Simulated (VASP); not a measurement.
# Mg7Zn41O48 (P1) in VASP: single point with r2SCAN

Aim: the single point of Mg7Zn41O48 with r2SCAN.

All numbers are computed with VASP 6.6.1; they aren't measurements. Logs are shortened: lines on timing, memory, paths and dates and some standing lists are left out, and cuts for length are marked.

### 1 The cell of the first run

The typed cell holds 96 atoms: a = 9.711 Å, b = 11.207 Å, c = 10.403 Å, α = 90.00°, β = 90.00°, γ = 90.00°.

### 2 Single point, r2SCAN

POSCAR

```
Mg7Zn41O48
1.0
    9.7107250000      0.0000000000      0.0000000000
    0.0000000000     11.2068150000      0.0000000000
    0.0000000000      0.0000000000     10.4026080000
Zn Mg O
41 7 48
Direct
    0.1658900000      0.0842790000      0.2485700000
    0.1675560000      0.0831250000      0.7487790000
    0.0003340000      0.3342030000      0.7501250000
    0.5009810000      0.0837090000      0.2491960000
    0.4994070000      0.0829920000      0.7485140000
    0.3330930000      0.3347650000      0.2494580000
    0.1672570000      0.5839630000      0.2482300000
    0.1658970000      0.5837860000      0.7480210000
    0.9987970000      0.8329980000      0.2485440000
    0.0003740000      0.8332910000      0.7489620000
    0.8323060000      0.0832630000      0.2507090000
    0.4991090000      0.5836010000      0.2480040000
    0.4992370000      0.5836680000      0.7481390000
    0.3342050000      0.8336520000      0.2489780000
    0.3323760000      0.8340170000      0.7488810000
    0.8328780000      0.5828110000      0.2477270000
    0.8341530000      0.5837900000      0.7484000000
    0.6662380000      0.8332690000      0.2480470000
    0.6669780000      0.8326030000      0.7483580000
    0.0013000000      0.1686790000      0.4994970000
    0.9985990000      0.1647380000      0.9991390000
    0.3327050000      0.1665910000      0.4984590000
    0.3328290000      0.1668290000      0.9993250000
    0.1647310000      0.4176070000      0.4992900000
    0.1677460000      0.4166690000      0.9992520000
    0.9988740000      0.6669810000      0.4976350000
    0.9997510000      0.6664540000      0.9985470000
    0.6655890000      0.1668360000      0.5022290000
    0.4998150000      0.4176530000      0.5006340000
    0.4993970000      0.4165770000      0.9994400000
    0.3336000000      0.6671310000      0.4981670000
    0.3328790000      0.6666600000      0.9981570000
    0.1663620000      0.9166570000      0.9998460000
    0.8342280000      0.4166480000      0.5002160000
    0.8312600000      0.4173020000      0.0000380000
    0.6664990000      0.6664840000      0.4983210000
    0.6660700000      0.6670330000      0.9982770000
    0.5000200000      0.9161230000      0.4985320000
    0.4988670000      0.9169050000      0.9979640000
    0.8329280000      0.9152040000      0.4983970000
    0.8334900000      0.9173460000      0.9986200000
    0.0004470000      0.3341510000      0.2469600000
    0.3319220000      0.3339060000      0.7476970000
    0.8344480000      0.0819840000      0.7471420000
    0.6654580000      0.3338390000      0.2506980000
    0.6663110000      0.3355930000      0.7487320000
    0.6666960000      0.1656170000      0.9996050000
    0.1662870000      0.9169990000      0.4976080000
    0.9988660000      0.1667250000      0.1893270000
    0.0006830000      0.1673100000      0.6896010000
    0.3334710000      0.1673710000      0.1896710000
    0.3334560000      0.1669180000      0.6887330000
    0.1670510000      0.4173690000      0.1889780000
    0.1658050000      0.4172700000      0.6889640000
    0.9997160000      0.6665030000      0.1885250000
    0.9999540000      0.6671840000      0.6879460000
    0.6668800000      0.1675570000      0.1893180000
    0.6672560000      0.1675230000      0.6923370000
    0.4997120000      0.4168800000      0.1894370000
    0.4989370000      0.4169610000      0.6900500000
    0.3332600000      0.6674660000      0.1881560000
    0.3327970000      0.6672860000      0.6884410000
    0.1664680000      0.9167800000      0.1901400000
    0.1662340000      0.9169150000      0.6875430000
    0.8323130000      0.4160220000      0.1899840000
    0.8339020000      0.4170090000      0.6898070000
    0.6662910000      0.6666760000      0.1883840000
    0.6665460000      0.6661500000      0.6884220000
    0.5000180000      0.9172190000      0.1883300000
    0.5000450000      0.9162500000      0.6887930000
    0.8328100000      0.9170530000      0.1888360000
    0.8334850000      0.9155510000      0.6884130000
    0.1662420000      0.0837610000      0.4386780000
    0.1663550000      0.0831800000      0.9391780000
    0.9996460000      0.3340510000      0.4369280000
    0.9993720000      0.3332320000      0.9411030000
    0.5000470000      0.0834200000      0.4394160000
    0.4993670000      0.0835490000      0.9391080000
    0.3327310000      0.3341330000      0.4402670000
    0.3331480000      0.3331730000      0.9376430000
    0.1663710000      0.5840640000      0.4384170000
    0.1663070000      0.5832700000      0.9382640000
    0.9998520000      0.8334710000      0.4383030000
    0.9999460000      0.8333360000      0.9390820000
    0.8332060000      0.0837330000      0.4415670000
    0.8325090000      0.0830860000      0.9370170000
    0.6663800000      0.3335050000      0.4408860000
    0.6659210000      0.3325620000      0.9391730000
    0.4997490000      0.5835190000      0.4382410000
    0.4995210000      0.5833680000      0.9385810000
    0.3331100000      0.8337350000      0.4387890000
    0.3324470000      0.8333650000      0.9387310000
    0.8328140000      0.5830180000      0.4382590000
    0.8328470000      0.5836160000      0.9385840000
    0.6662060000      0.8330820000      0.4380870000
    0.6663070000      0.8337500000      0.9386510000
```

INCAR.step1

```
PREC = Accurate
ENCUT = 520
ISMEAR = -1
SIGMA = 0.05
LREAL = Auto
LASPH = True
NELM = 60
NBANDS = 451
GGA = PE
ALGO = Normal
EDIFF = 1E-4
LWAVE = True
LCHARG = False
NCORE = 4
```

INCAR.step2

```
PREC = Accurate
ENCUT = 520
EDIFF = 1E-6
ISMEAR = -1
SIGMA = 0.05
LREAL = Auto
LASPH = True
NELM = 60
ALGO = Normal
ISIF = 2
LWAVE = False
LCHARG = False
METAGGA = R2SCAN
LMIXTAU = True
NBANDS = 451
ISTART = 1
NCORE = 4
```

KPOINTS

```
Automatic mesh
0
Gamma
  1 1 1
```

Potentials or basis: VASP PAW PBE potentials, release 64 (Zn, Mg, O).

Launch:

```
$ cat potpaw_PBE.64/Zn/POTCAR potpaw_PBE.64/Mg/POTCAR potpaw_PBE.64/O/POTCAR > POTCAR
$ cp INCAR.step1 INCAR
$ mpirun -np 4 vasp_gam > vasp.out
$ cp INCAR.step2 INCAR
$ mpirun -np 4 vasp_gam > vasp.out
```

OUTCAR:

```text
PREC = Accurate
   ENCUT = 520
   EDIFF = 1E-6
   ISMEAR = -1
   LREAL = Auto
   LASPH = True
   NELM = 60
   ISIF = 2
   METAGGA = R2SCAN
   ISTART = 1

 ion  position               nearest neighbor table
   1  0.166  0.084  0.249-  49 1.97  51 1.97  63 1.97  73 1.98  48 3.20  42 3.23
   2  0.168  0.083  0.749-  52 1.97  64 1.97  50 1.97  74 1.98  48 3.21  43 3.23  44 3.23
   3  0.000  0.334  0.750-  54 1.96  66 1.97  50 1.97  76 1.99  43 3.22  46 3.24  44 3.25
   4  0.501  0.084  0.249-  57 1.97  69 1.97  51 1.98  77 1.98  47 3.19  45 3.23
   5  0.499  0.083  0.749-  52 1.97  70 1.97  58 1.97  78 1.98  47 3.21  43 3.25  44 3.25  46 3.26
[... 99 lines left out ...]
  95  0.666  0.833  0.438-  40 1.97  38 1.97  36 1.97  18 1.98
  96  0.666  0.834  0.939-  37 1.97  39 1.97  41 1.98  19 1.98

  LATTYP: Found a simple orthorhombic cell.
 ALAT       =     9.7107250000
 B/A-ratio  =     1.0712493660
 C/A-ratio  =     1.1540657366

  Lattice vectors:

 A1 = (  -9.7107250000,   0.0000000000,   0.0000000000)
 A2 = (   0.0000000000,   0.0000000000,  10.4026080000)
 A3 = (   0.0000000000,  11.2068150000,   0.0000000000)

Analysis of symmetry for initial positions (statically):
=====================================================================
 Subroutine PRICEL returns:
 Original cell was already a primitive cell.

 Routine SETGRP: Setting up the symmetry group for a
 simple orthorhombic supercell.

 Subroutine GETGRP returns: Found  1 space group operations
 (whereof  1 operations were pure point group operations)
 out of a pool of  8 trial point group operations.

The static configuration has the point symmetry C_1 .

Analysis of symmetry for dynamics (positions and initial velocities):
=====================================================================
 Subroutine PRICEL returns:
 Original cell was already a primitive cell.

 Routine SETGRP: Setting up the symmetry group for a
 simple orthorhombic supercell.

 Subroutine GETGRP returns: Found  1 space group operations
 (whereof  1 operations were pure point group operations)
 out of a pool of  8 trial point group operations.

The dynamic configuration has the point symmetry C_1 .

 Subroutine INISYM returns: Found  1 space group operations
 (whereof  1 operations are pure point group operations),
 and found     1 'primitive' translations

----------------------------------------------------------------------------------------
[... 261 lines left out ...]
   IBRION =     -1    ionic relax: 0-MD 1-quasi-New 2-CG
   NFREE  =      0    steps in history (QN), initial steepest desc. (CG)
   ISIF   =      2    stress and relaxation
   ISYM   =      2    0-nonsym 1-usesym 2-fastsym
   POTIM  = 0.5000    time-step for ionic-motion
   TEBEG  =    0.0;   TEEND  =   0.0 temperature during run
   PSTRESS=    0.0 pullay stress
   NELECT =     794.0000    total number of electrons
   NUPDOWN=      -1.0000    fix difference up-down
   EMIN   =  10.00;   EMAX   =-10.00  energy-range for DOS
   EFERMI =   0.00;   METHOD = LEGACY
   ISMEAR =    -1;   SIGMA  =   0.05  broadening in eV -4-tet -1-fermi 0-gaus
   EFERMI_NEDOS =   21; number of points for ismear=-14 and -15
   IALGO  =     38    algorithm
   IMIX   =      4    mixing-type and parameters
     AMIX     =   0.40;   BMIX     =  1.00
     AMIX_MAG =   1.60;   BMIX_MAG =  1.00
  volume/ion in A,a.u.               =      11.79        79.58
  Fermi-wavevector in a.u.,A,eV,Ry     =   1.454531  2.748665 28.785306  2.115660
  Thomas-Fermi vector in A             =   2.571671
   LORBIT       =      0    0 simple, 1 ext, 2 COOP (PROOUT), +10 PAW based schemes
   METAGGA = R2SCAN    functional components
   LHFCALC =     F    Hartree Fock is set to
   AEXX    =    0.0000 exact exchange contribution
   IVDW    =     0    specifies the selected vdW correction
   LEPSILON=     F    determine dielectric tensor
   LRPA    =     F    only Hartree local field effects (RPA)
 non-spin polarized calculation
  energy-cutoff  :      520.00
  volume of cell :     1132.08
 maximum number of plane-waves:     15248
   NGX = 37   NGY = 41   NGZ = 39

 number of electron     794.0000365 magnetization

 Free energy of the ion-electron system (eV)
  ---------------------------------------------------
  ext. energy  EPLUGINS =         0.00000000
  ---------------------------------------------------
  free energy    TOTEN  =      -855.24143304 eV

  energy without entropy =     -855.24143224  energy(sigma->0) =     -855.24143264

 E-fermi :   1.7772     XC(G=0): -11.4888

 val. band max:        0.9860252395   @ k =   0.0000   0.0000   0.0000
 cond. band min:       2.5396721396   @ k =   0.0000   0.0000   0.0000
 fundamental gap:      1.5536469000
 Fermi energy:         1.7771512480

 k-point     1 :       0.0000    0.0000    0.0000
  band No.  band energies     occupation
      1     -17.9750      2.00000
      2     -17.6923      2.00000
      3     -17.6690      2.00000
      4     -17.6544      2.00000
      5     -17.6312      2.00000
      6     -17.6109      2.00000
[... 401 lines left out ...]
    408       6.5465      0.00000
    409       6.6362      0.00000
 [bands above 409 left out]

------------------------ aborting loop because EDIFF is reached ----------------------------------------

  FORCE on cell =-STRESS in cart. coord.  units (eV):
  Direction    XX          YY          ZZ          XY          YZ          ZX
  --------------------------------------------------------------------------------------
  -------------------------------------------------------------------------------------
  Total       11.5090168      6.5538797      4.5786570     -0.1643618      0.1109437     -0.0772753
  in kB       16.2881858      9.2754066      6.4799642     -0.2326138      0.1570136     -0.1093641
  external PRESSURE =      10.6811855 kB  Pullay stress =       0.0000000 kB

 VOLUME and BASIS-vectors are now :
 -----------------------------------------------------------------------------
  energy-cutoff  :      520.00
  volume of cell :     1132.08
      direct lattice vectors                 reciprocal lattice vectors
     9.710725000  0.000000000  0.000000000     0.102978923  0.000000000  0.000000000
     0.000000000 11.206815000  0.000000000     0.000000000  0.089231419  0.000000000
     0.000000000  0.000000000 10.402608000     0.000000000  0.000000000  0.096129740

 POSITION                                       TOTAL-FORCE (eV/Angst)
 -----------------------------------------------------------------------------------
      1.61091      0.94450      2.58578         0.015831     -0.029263      0.017787
      1.62709      0.93157      7.78925        -0.024413      0.000512      0.018433
      0.00324      3.74535      7.80326        -0.005687     -0.019208     -0.037877
      4.86489      0.93811      2.59229        -0.033544     -0.020428     -0.004270
      4.84960      0.93008      7.78650         0.015702     -0.002462      0.029009
      3.23457      3.75165      2.59501         0.002381     -0.033908     -0.015075
[... 88 lines left out ...]
      6.46934      9.33620      4.55725         0.006570     -0.002029      0.004463
      6.47032      9.34368      9.76442         0.005812     -0.002582     -0.002137
 -----------------------------------------------------------------------------------
    total drift:                                0.171146     -0.106047      0.725971

  FREE ENERGIE OF THE ION-ELECTRON SYSTEM (eV)
  ---------------------------------------------------
  free  energy   TOTEN  =      -855.2414330366 eV

  energy  without entropy=     -855.2414322401  energy(sigma->0) =     -855.24143264
```

Run time: 14 min. Hardware: 4 MPI ranks of AMD EPYC 7R13 (Zen 3), shared host; peak memory 0.4 GiB.

What came out:

```yaml
Free_energy: -855.2414 eV
Pressure: 1.1 GPa
Largest_force: 0.214 eV/Å
Band_gap_on_the_k_mesh: 1.55 eV
```

Forces on the atoms (eV/Å):
```
Zn   0.016 -0.029  0.018
Zn  -0.024  0.001  0.018
Zn  -0.006 -0.019 -0.038
Zn  -0.034 -0.020 -0.004
Zn   0.016 -0.002  0.029
Zn   0.002 -0.034 -0.015
Zn  -0.010  0.007  0.044
Zn   0.006  0.012  0.051
Zn   0.024  0.005  0.013
Zn  -0.005 -0.011  0.013
Zn   0.017 -0.019 -0.047
Zn   0.007  0.014  0.051
Zn   0.003  0.020  0.053
Zn  -0.021 -0.003 -0.007
Zn   0.018 -0.018  0.007
Zn   0.000  0.023  0.064
Zn  -0.014  0.009  0.035
Zn   0.001 -0.002  0.044
Zn  -0.015  0.002  0.043
Zn  -0.038 -0.010 -0.021
Zn   0.020  0.046 -0.016
Zn   0.014  0.016  0.025
Zn   0.009  0.000 -0.015
Zn   0.037  0.004 -0.025
Zn  -0.035  0.011 -0.024
Zn   0.006 -0.007  0.056
Zn   0.003  0.009  0.027
Zn   0.000 -0.005 -0.034
Zn  -0.007  0.011 -0.089
Zn   0.008  0.019 -0.031
Zn  -0.008 -0.008  0.050
Zn   0.002  0.007  0.044
Zn   0.004  0.008 -0.040
Zn  -0.018  0.020 -0.068
Zn   0.038  0.000 -0.056
Zn  -0.001  0.006  0.036
Zn   0.004  0.004  0.039
Zn  -0.002  0.014  0.027
Zn   0.009 -0.010  0.050
Zn   0.001  0.032  0.018
Zn  -0.007 -0.024  0.032
Mg  -0.010 -0.004  0.001
Mg   0.006 -0.006 -0.004
Mg  -0.008  0.023 -0.001
Mg   0.008  0.000 -0.027
Mg  -0.002 -0.021  0.001
Mg  -0.011  0.005 -0.048
Mg  -0.007 -0.010 -0.011
O    0.003  0.178  0.046
O   -0.154 -0.097  0.052
O   -0.005  0.006 -0.012
O   -0.007  0.180  0.050
O   -0.164 -0.100  0.052
O    0.154 -0.097  0.056
O   -0.002  0.003 -0.002
O   -0.004  0.002 -0.001
O   -0.007  0.170 -0.130
O    0.137  0.067  0.091
O    0.154 -0.097  0.053
O    0.005 -0.185  0.108
O   -0.005  0.000  0.000
O    0.003  0.001 -0.003
O   -0.005  0.005 -0.023
O   -0.002  0.010 -0.186
O    0.000 -0.181  0.107
O   -0.165 -0.094  0.046
O    0.002  0.003 -0.002
O   -0.002  0.003 -0.002
O   -0.003  0.007 -0.003
O   -0.003  0.012 -0.005
O    0.000  0.009 -0.006
O   -0.003  0.192  0.058
O    0.004 -0.181  0.054
O    0.005  0.001 -0.004
O    0.001 -0.008 -0.182
O   -0.003 -0.004 -0.026
O    0.001 -0.003 -0.006
O    0.153  0.096  0.065
O    0.003 -0.003 -0.018
O   -0.001 -0.005 -0.181
O    0.006 -0.010  0.001
O    0.002 -0.009  0.003
O    0.152  0.100  0.067
O   -0.003 -0.005 -0.007
O   -0.001 -0.003 -0.021
O   -0.137  0.092 -0.103
O   -0.002 -0.008 -0.192
O    0.003 -0.155 -0.125
O    0.001 -0.012  0.004
O    0.007 -0.009  0.000
O   -0.149  0.098  0.062
O    0.010 -0.004 -0.005
O    0.007 -0.010  0.003
O    0.005 -0.011  0.000
O    0.007 -0.002  0.004
O    0.006 -0.003 -0.002
```

Caveat: the k points lie up to 0.65 Å⁻¹ apart; the PAW data sets were made with another functional, which shifts forces and pressure a little.
